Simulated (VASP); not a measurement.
Crystal: Be3Se2O.

```
Be Se O
1.0
     5.31477    0.00000    0.00000
    -2.65739    4.60273    0.00000
     0.00000    0.00000    8.72824
Be Se O
6 4 2
Cartesian
  0.0000 0.0000 2.1821
  0.0000 0.0000 6.5462
  0.0000 3.0685 5.2117
  0.0000 3.0685 7.8806
  2.6574 1.5342 3.5165
  2.6574 1.5342 0.8476
  0.0000 3.0685 3.6727
  0.0000 3.0685 0.6914
  2.6574 1.5342 5.0556
  2.6574 1.5342 8.0368
  0.0000 3.0685 2.1821
  2.6574 1.5342 6.5462
```

The cell was generated, and may not be a known phase.

```yaml
Program: VASP 6.6.1
Task: relaxation of cell and atoms
Functional: PBE
Potentials_or_basis: VASP PAW PBE potentials, release 64 (Be, Se, O)
Cutoff: 600 eV
k_mesh: 6 × 6 × 2
Occupations: gaussian, width 0.1 eV
Spin: no spin polarisation
```

At the start: pressure 46.3 GPa; volume 17.79 Å³/atom.

Q: How do energy, volume and symmetry change on relaxing?

A: Over 58 steps the energy falls by 3458.8 meV/atom and the volume is 13.16 Å³/atom (-26.0 %); space group P6_3/mmc (No. 194, to 0.1 Å) before and after.

Step by step:
```csv
step,energy change (eV),largest force (eV/Å),pressure (GPa),volume (Å³)
1,0.0000,16.2420,46.31,213.51
3,-22.9655,0.8571,-6.79,283.62
5,-23.3079,2.3013,-3.60,268.51
7,-24.7347,0.7444,-6.56,253.09
9,-26.8888,1.8167,8.10,166.02
11,-27.5546,1.3110,0.75,177.77
13,-27.5956,1.2864,-2.62,185.88
15,-28.2761,2.1624,2.56,166.34
17,-33.7711,0.8807,6.27,152.94
19,-34.3278,1.4700,5.58,155.69
21,-35.0779,1.3216,-4.95,166.70
23,-35.5098,1.5149,-6.42,166.39
25,-37.2533,1.1165,5.47,145.57
27,-37.5322,1.2588,0.35,150.47
29,-38.1012,0.1447,8.85,147.81
31,-38.5441,0.1939,-2.64,165.84
33,-38.5590,0.1630,-0.90,162.65
35,-38.5822,0.0689,0.38,162.26
37,-38.5908,0.0481,0.36,163.07
39,-38.6009,0.0652,-0.57,165.73
41,-38.6770,0.3941,0.09,167.76
43,-37.3971,6.1785,5.06,175.90
45,-39.4614,2.6020,-0.04,173.48
47,-39.5087,2.0779,-0.47,172.78
49,-39.9765,1.4109,-2.10,172.41
51,-40.7295,1.2297,-0.37,163.20
53,-41.1123,0.9250,3.14,155.44
55,-41.4354,0.6596,-0.45,157.67
57,-41.4984,0.1843,1.18,157.26
58,-41.5054,0.0252,0.23,157.92
```

Final structure:
```
CELL_PARAMETERS angstrom
3.33814 0.00000 0.00000
-1.66907 2.89092 0.00000
0.00000 0.00000 16.36419
ATOMIC_POSITIONS crystal
Be 0.00000 0.00000 0.25000
Be 0.00000 0.00000 0.75000
Be 0.33333 0.66667 0.54114
Be 0.33333 0.66667 0.95886
Be 0.66667 0.33333 0.45886
Be 0.66667 0.33333 0.04114
Se 0.33333 0.66667 0.40709
Se 0.33333 0.66667 0.09291
Se 0.66667 0.33333 0.59291
Se 0.66667 0.33333 0.90709
O 0.33333 0.66667 0.25000
O 0.66667 0.33333 0.75000
```

Caveat: the volume moved by over 15 % at a fixed basis, so the end points are rough.
